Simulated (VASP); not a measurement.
Write the native input for VASP 6.6.1 that does the following.

```
Task                   : single point
Functional             : PBE
Dispersion             : D3(BJ)
Potentials or basis    : VASP PAW PBE potentials, release 64 (S, Pt)
Cutoff                 : 520 eV
k mesh                 : 9 × 9 × 1
Occupations            : gaussian, width 0.05 eV
Spin                   : no spin polarisation
Dipole correction      : yes
Further INCAR settings : ALGO = Normal; EDIFF = 1e-06; NBANDS = 31
```

The structure of PtS2 lies in POSCAR:

```
PtS2
1.0
    3.5415278079      0.0000000000      0.0000000000
   -1.7707639039      3.0670530498      0.0000000000
    0.0000000000      0.0000000000     22.4670615492
S Pt
4 2
Direct
    0.6666666667      0.3333333333      0.2002932155
    0.3333333333      0.6666666667      0.3108341854
    0.6666666667      1.3333333333      0.4795255824
    1.0000000000      1.0000000000      0.5900665523
    0.0000000000      0.0000000000      0.2555637004
    1.3333333333      1.6666666667      0.5347960674
```

This cell differs from its parent crystal: layers slid over each other.

The input as run:

INCAR

```
SYSTEM = PtS2
PREC = Accurate
ENCUT = 520
EDIFF = 1E-6
ISMEAR = 0
SIGMA = 0.05
LREAL = .FALSE.
LASPH = .TRUE.
NELM = 60
ALGO = Normal
ISIF = 2
LWAVE = .FALSE.
LCHARG = .FALSE.
LDIPOL = .TRUE.
IDIPOL = 3
DIPOL = 0.5 0.5 0.395
GGA = PE
IVDW = 12
NBANDS = 31
```

KPOINTS

```
Automatic mesh
0
G
  9 9 1
  0 0 0
```

Potentials or basis: VASP PAW PBE potentials, release 64 (S, Pt).

Run with:

```bash
$ cat potpaw_PBE.64/S/POTCAR potpaw_PBE.64/Pt/POTCAR > POTCAR
$ mpirun -np 1 vasp_std > vasp.out
```

Results of the run:

| Property | Result |
| --- | --- |
| Largest force | 0.058 eV/Å |
| Band gap on the k mesh | 1.61 eV (least direct gap 1.70 eV) |
| Dispersion energy per atom | -0.307 eV |

Caveat: the cell differs from its parent crystal (layers slid over each other); spin-orbit coupling is left out, which moves the levels of the heavy elements.

It took 2.8 min on 1 thread of AMD EPYC 7R43 64-Core Processor (Zen 3) (shared host), peak memory 0.34 GiB.
